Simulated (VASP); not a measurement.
Input of a VASP 6.6.1 run:

File INCAR:

```
SYSTEM = C
PREC = Accurate ; ENCUT = 520
EDIFF = 1E-7 ; ISMEAR = -1
SIGMA = 0.1 ; LREAL = .False.
LASPH = .True. ; NELM = 100
ALGO = Normal ; ISIF = 2
LWAVE = .False. ; LCHARG = .False.
GGA = PE ; NBANDS = 8
```

File KPOINTS:

```
Automatic mesh
0
Gamma
  24 24 22
  0 0 0
```

POSCAR

```
C
1.0
    1.9813829910      0.0000000000      0.0000000000
   -0.9906914955      1.7159280048      0.0000000000
    0.0000000000      0.0000000000      1.5805862998
C
1
Direct
    0.0000000000      0.0000000000      0.0000000000
```

Potentials or basis: VASP PAW PBE potentials, release 64 (C).

Launch:

```bash
$ cat potpaw_PBE.64/C/POTCAR > POTCAR
$ mpirun -np 1 vasp_std > vasp.out
```

Q: Predict the pressure.

A: 13.5 GPa.

Q: Estimate the band gap on the k mesh.

A: Zero (band 2 reaches 19.65 eV, above the bottom of band 3 at 3.20 eV).

Stress tensor (GPa, compression positive):
```
13.37  0.00  0.00
 0.00 13.37  0.00
 0.00  0.00 13.76
```
